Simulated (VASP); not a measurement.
# InGa3P4: single point with PBE

Crystal: InGa3P4.

```
In Ga P
1.0
     5.62090    0.00000    0.00000
     0.00000    5.62090    0.00000
     0.00000    0.00000    5.62090
In Ga P
1 3 4
Direct
  0.50000 0.50000 0.50000
  0.00000 0.00000 0.50000
  0.00000 0.50000 0.00000
  0.50000 0.00000 0.00000
  0.76001 0.76001 0.76001
  0.76001 0.23999 0.23999
  0.23999 0.76001 0.23999
  0.23999 0.23999 0.76001
```

```
Program                : VASP 6.6.1
Task                   : single point
Functional             : PBE
Potentials or basis    : VASP PAW PBE potentials, release 64 (In_d, Ga_d, P)
Cutoff                 : 520 eV
k mesh                 : 4 × 4 × 4
Occupations            : gaussian, width 0.1 eV
Spin                   : no spin polarisation
Dipole correction      : no
Further INCAR settings : ALGO = Normal; EDIFF = 1e-06; NBANDS = 46
```

```
Pressure               : 0.0 GPa
Largest force          : 0.006 eV/Å
Band gap on the k mesh : 1.04 eV
```

Forces in eV/Å, atoms in the order of the input:
```
In   0.000  0.000  0.000
Ga   0.000  0.000  0.000
Ga   0.000  0.000  0.000
Ga   0.000  0.000  0.000
P   -0.003 -0.003 -0.003
P   -0.003  0.003  0.003
P    0.003 -0.003  0.003
P    0.003  0.003 -0.003
```

Levels at points of the mesh, in eV from the valence-band top:
```
           k point  band 34  band 35  band 36  band 37  band 38  band 39
(0.00, 0.00, 0.00)     0.00     0.00     0.00     1.04     1.76     1.76
(0.50, 0.00, 0.00)    -1.70    -1.32    -1.32     2.23     2.27     3.35
(0.50, 0.50, 0.00)    -1.10    -0.92    -0.92     2.75     2.75     3.30
(0.50, 0.50, 0.50)    -0.75    -0.75    -0.75     1.35     1.35     1.35
```

Wall time 44 s on 1 thread of Intel(R) Xeon(R) 6975P-C (Granite Rapids) (shared host), peak memory 0.28 GiB.

Caveat: spin-orbit coupling is left out, which moves the levels of the heavy elements. A k mesh can miss the band edges.
